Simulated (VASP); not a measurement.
# Ir (Fm-3m) in VASP: single point with r2SCAN

Aim: the single point of Ir with r2SCAN.

All numbers are computed with VASP 6.6.1; they aren't measurements. Logs are shortened: lines on timing, memory, paths and dates and some standing lists are left out, and cuts for length are marked.

## 1. The cell of the first run

It takes space group Fm-3m (No. 225, cubic). The conventional cell has a = 3.849 Å, b = 3.849 Å, c = 3.849 Å, α = 90.00°, β = 90.00°, γ = 90.00°. Ir (site symmetry m-3m) has 12 Ir at 2.72 Å within 3.6 Å.

## 2. Single point, r2SCAN

Contents of POSCAR:

```
Ir
1.0
    0.0000000000      1.9247066641      1.9247066641
    1.9247066641      0.0000000000      1.9247066641
    1.9247066641      1.9247066641      0.0000000000
Ir
1
Direct
    0.0000000000      0.0000000000      0.0000000000
```

Contents of INCAR.step1:

```
SYSTEM = Ir
ALGO     = Normal         ! electronic algorithm
EDIFF    = 1E-5           ! SCF threshold, eV
ENCUT    = 620            ! plane-wave cutoff, eV
GGA      = PE             ! functional
GGA_COMPAT= .FALSE.      
ISMEAR   = 0              ! smearing method
LASPH    = .TRUE.         ! aspherical terms in the spheres
LCHARG   = .FALSE.        ! write CHGCAR
LREAL    = .FALSE.        ! projectors in reciprocal space
LWAVE    = .TRUE.         ! write WAVECAR
NBANDS   = 14             ! bands
NELM     = 120            ! most SCF steps
PREC     = Accurate       ! precision mode
SIGMA    = 0.1            ! smearing width, eV
```

Contents of INCAR.step2:

```
SYSTEM = Ir
ALGO     = Normal         ! electronic algorithm
EDIFF    = 1E-6           ! SCF threshold, eV
ENCUT    = 620            ! plane-wave cutoff, eV
GGA_COMPAT= .FALSE.      
ISIF     = 2              ! what is computed and relaxed
ISMEAR   = 0              ! smearing method
ISTART   = 1            
LASPH    = .TRUE.         ! aspherical terms in the spheres
LCHARG   = .TRUE.         ! write CHGCAR
LELF     = .TRUE.         ! ELF
LMIXTAU  = .TRUE.       
LREAL    = .FALSE.        ! projectors in reciprocal space
LVHAR    = .TRUE.       
LWAVE    = .FALSE.        ! write WAVECAR
METAGGA  = R2SCAN         ! meta-GGA
NBANDS   = 14             ! bands
NELM     = 120            ! most SCF steps
PREC     = Accurate       ! precision mode
SIGMA    = 0.1            ! smearing width, eV
```

Contents of KPOINTS:

```
k-points
0
G
  8 8 8
  0 0 0
```

Potentials or basis: VASP PAW PBE potentials, release 64 (Ir_sv_GW).

Command:

```
$ cat potpaw_PBE.64/Ir_sv_GW/POTCAR > POTCAR
$ cp INCAR.step1 INCAR
$ mpirun -np 1 vasp_std > vasp.out
$ cp INCAR.step2 INCAR
$ mpirun -np 1 vasp_std > vasp.out
```

OUTCAR:

```text
SYSTEM = Ir
   EDIFF = 1E-6
   ENCUT = 620
   ISIF = 2
   ISMEAR = 0
   ISTART = 1
   LASPH = .TRUE.
   LREAL = .FALSE.
   METAGGA = R2SCAN
   NELM = 120
   PREC = Accurate

 ion  position               nearest neighbor table
   1  0.000  0.000  0.000-

  LATTYP: Found a face centered cubic cell.
 ALAT       =     3.8494133282

  Lattice vectors:

 A1 = (   0.0000000000,   1.9247066641,   1.9247066641)
 A2 = (   1.9247066641,   0.0000000000,   1.9247066641)
 A3 = (   1.9247066641,   1.9247066641,   0.0000000000)

Analysis of symmetry for initial positions (statically):
=====================================================================
 Subroutine PRICEL returns:
 Original cell was already a primitive cell.

 Routine SETGRP: Setting up the symmetry group for a
 face centered cubic supercell.

 Subroutine GETGRP returns: Found 48 space group operations
 (whereof 48 operations were pure point group operations)
 out of a pool of 48 trial point group operations.

The static configuration has the point symmetry O_h .

Analysis of symmetry for dynamics (positions and initial velocities):
=====================================================================
 Subroutine PRICEL returns:
 Original cell was already a primitive cell.

 Routine SETGRP: Setting up the symmetry group for a
 face centered cubic supercell.

 Subroutine GETGRP returns: Found 48 space group operations
 (whereof 48 operations were pure point group operations)
 out of a pool of 48 trial point group operations.

The dynamic configuration has the point symmetry O_h .

 Subroutine INISYM returns: Found 48 space group operations
 (whereof 48 operations are pure point group operations),
 and found     1 'primitive' translations

----------------------------------------------------------------------------------------

                                     Primitive cell

  volume of cell :      14.2601

  direct lattice vectors                    reciprocal lattice vectors
     0.000000000  1.924706664  1.924706664    -0.259779846  0.259779846  0.259779846
     1.924706664  0.000000000  1.924706664     0.259779846 -0.259779846  0.259779846
     1.924706664  1.924706664  0.000000000     0.259779846  0.259779846 -0.259779846

  length of vectors
     2.721946268  2.721946268  2.721946268     0.449951891  0.449951891  0.449951891
[... 85 lines left out ...]
   ISIF   =      2    stress and relaxation
   ISYM   =      2    0-nonsym 1-usesym 2-fastsym
   POTIM  = 0.5000    time-step for ionic-motion
   TEBEG  =    0.0;   TEEND  =   0.0 temperature during run
   PSTRESS=    0.0 pullay stress
   NELECT =      17.0000    total number of electrons
   NUPDOWN=      -1.0000    fix difference up-down
   EMIN   =  10.00;   EMAX   =-10.00  energy-range for DOS
   EFERMI =   0.00;   METHOD = LEGACY
   ISMEAR =     0;   SIGMA  =   0.10  broadening in eV -4-tet -1-fermi 0-gaus
   EFERMI_NEDOS =   21; number of points for ismear=-14 and -15
   IALGO  =     38    algorithm
   IMIX   =      4    mixing-type and parameters
     AMIX     =   0.40;   BMIX     =  1.00
     AMIX_MAG =   1.60;   BMIX_MAG =  1.00
  volume/ion in A,a.u.               =      14.26        96.23
  Fermi-wavevector in a.u.,A,eV,Ry     =   1.735868  3.280314 40.997568  3.013236
  Thomas-Fermi vector in A             =   2.809391
   LORBIT       =      0    0 simple, 1 ext, 2 COOP (PROOUT), +10 PAW based schemes
   METAGGA = R2SCAN    functional components
   LHFCALC =     F    Hartree Fock is set to
   AEXX    =    0.0000 exact exchange contribution
   IVDW    =     0    specifies the selected vdW correction
   LEPSILON=     F    determine dielectric tensor
   LRPA    =     F    only Hartree local field effects (RPA)
 non-spin polarized calculation
 Gauss-broadening in eV      SIGMA  =   0.10
  energy-cutoff  :      620.00
  volume of cell :       14.26
 maximum number of plane-waves:       531
 NGX is ok and might be reduce to    24
   NGX = 11   NGY = 11   NGZ = 11

 number of electron      17.0000000 magnetization

 Free energy of the ion-electron system (eV)
  ---------------------------------------------------
  ext. energy  EPLUGINS =         0.00000000
  ---------------------------------------------------
  free energy    TOTEN  =       -52.83994507 eV

  energy without entropy =      -52.83317082  energy(sigma->0) =      -52.83655794

 E-fermi :  12.5793     XC(G=0): -15.8372

 val. band max:       12.5266487964   @ k =  -0.3750   0.1250   0.0000
 cond. band min:      12.6129677021   @ k =  -0.3750   0.2500   0.0000
 fundamental gap:      0.0863189057
 Fermi energy:        12.5793431415

 k-point     1 :       0.0000    0.0000    0.0000
  band No.  band energies     occupation
      1     -82.5154      2.00000
      2     -38.3180      2.00000
      3     -38.3180      2.00000
      4     -38.3180      2.00000
      5       1.0942      2.00000
      6       8.5688      2.00000
      7       8.5688      2.00000
      8       8.5688      2.00000
      9      11.2336      2.00000
     10      11.2336      2.00000
     11      26.7783      0.00000
     12      32.5533      0.00000
     13      32.5533      0.00000
     14      32.5533      0.00000
[... 377 lines left out ...]
      1     -82.4311      2.00000
      2     -39.0294      2.00000
      3     -38.6497      2.00000
      4     -38.5027      2.00000
      5       5.7206      2.00000
      6       7.1457      2.00000
      7       8.8380      2.00000
      8       9.8395      2.00000
      9      13.1248      0.00000
     10      17.8978      0.00000
     11      19.4952      0.00000
     12      28.6736      0.00000
     13      28.8885      0.00000
     14      32.6349      0.00000

 [... further k-points ...]

------------------------ aborting loop because EDIFF is reached ----------------------------------------

  FORCE on cell =-STRESS in cart. coord.  units (eV):
  Direction    XX          YY          ZZ          XY          YZ          ZX
  --------------------------------------------------------------------------------------
  -------------------------------------------------------------------------------------
  Total       -0.0962735     -0.0962735     -0.0962735      0.0000000      0.0000000      0.0000000
  in kB      -10.8166759    -10.8166759    -10.8166759      0.0000000      0.0000000      0.0000000
  external PRESSURE =     -10.8166759 kB  Pullay stress =       0.0000000 kB

 VOLUME and BASIS-vectors are now :
 -----------------------------------------------------------------------------
  energy-cutoff  :      620.00
  volume of cell :       14.26
      direct lattice vectors                 reciprocal lattice vectors
     0.000000000  1.924706664  1.924706664    -0.259779846  0.259779846  0.259779846
     1.924706664  0.000000000  1.924706664     0.259779846 -0.259779846  0.259779846
     1.924706664  1.924706664  0.000000000     0.259779846  0.259779846 -0.259779846

 POSITION                                       TOTAL-FORCE (eV/Angst)
 -----------------------------------------------------------------------------------
      0.00000      0.00000      0.00000         0.000000      0.000000      0.000000
 -----------------------------------------------------------------------------------
    total drift:                                0.000000     -0.000000     -0.000000

  FREE ENERGIE OF THE ION-ELECTRON SYSTEM (eV)
  ---------------------------------------------------
  free  energy   TOTEN  =       -52.8399450694 eV

  energy  without entropy=      -52.8331708156  energy(sigma->0) =      -52.83655794
```

OUTCAR.step1:

```text
SYSTEM = Ir
   EDIFF = 1E-5
   ENCUT = 620
   GGA = PE
   ISMEAR = 0
   LASPH = .TRUE.
[... 626 lines left out ...]
 -----------------------------------------------------------------------------------
      0.00000      0.00000      0.00000        -0.000000     -0.000000      0.000000
 -----------------------------------------------------------------------------------
    total drift:                               -0.000000      0.000000     -0.000000

  FREE ENERGIE OF THE ION-ELECTRON SYSTEM (eV)
  ---------------------------------------------------
  free  energy   TOTEN  =        -9.3462912487 eV

  energy  without entropy=       -9.3376089559  energy(sigma->0) =       -9.34195010
```

OSZICAR.step1:

```text
N       E                     dE             d eps       ncg     rms          rms(c)
DAV:   1     0.132144836203E+03    0.13214E+03   -0.12638E+04   828   0.145E+03
DAV:   2    -0.828650529301E+01   -0.14043E+03   -0.13383E+03  1034   0.429E+02
DAV:   3    -0.104429887770E+02   -0.21565E+01   -0.21480E+01   902   0.506E+01
DAV:   4    -0.104466107439E+02   -0.36220E-02   -0.36219E-02   938   0.257E+00
DAV:   5    -0.104466191133E+02   -0.83693E-05   -0.83684E-05   932   0.118E-01    0.691E+01
DAV:   6    -0.943978523879E+01    0.10068E+01   -0.13664E+00   824   0.126E+01    0.369E+01
DAV:   7    -0.936199838209E+01    0.77787E-01   -0.40292E-01   914   0.642E+00    0.658E+00
DAV:   8    -0.934639279791E+01    0.15606E-01   -0.60012E-02   812   0.306E+00    0.589E-01
DAV:   9    -0.934638305087E+01    0.97470E-05   -0.74079E-04   878   0.343E-01    0.275E-01
DAV:  10    -0.934629007300E+01    0.92978E-04   -0.13620E-04   896   0.170E-01    0.206E-01
DAV:  11    -0.934629124868E+01   -0.11757E-05   -0.56352E-06   460   0.312E-02
   1 F= -.93462912E+01 E0= -.93419501E+01  d E =-.868229E-02
```

Wall time 25 s (1 thread of Intel Xeon Platinum 8259CL at 2.50GHz (Skylake/Cascade Lake), shared host); peak memory 0.15 GiB.

Results:

```
Free energy            : -52.8399 eV
Pressure               : -1.1 GPa
Band gap on the k mesh : zero (an odd number of electrons rules out a gap without spin polarisation)
```

Levels at points of the mesh, in eV from the Fermi level:
| k point | band 5 | band 6 | band 7 | band 8 | band 9 | band 10 | band 11 | band 12 |
| --- | --- | --- | --- | --- | --- | --- | --- | --- |
| (0.00, 0.00, 0.00) | -11.49 | -4.01 | -4.01 | -4.01 | -1.35 | -1.35 | 14.20 | 19.97 |
| (0.50, 0.00, 0.00) | -8.38 | -4.17 | -4.17 | -0.74 | 0.86 | 0.86 | 7.55 | 13.97 |
| (0.50, 0.50, 0.00) | -8.17 | -7.59 | 0.76 | 1.50 | 1.50 | 1.68 | 10.95 | 11.95 |

Caveat: the PAW data sets were made with another functional, which shifts forces and pressure a little; spin-orbit coupling is left out, which moves the levels of the heavy elements.

The gap in the log of VASP goes by the Fermi energy; the results here count the filled bands.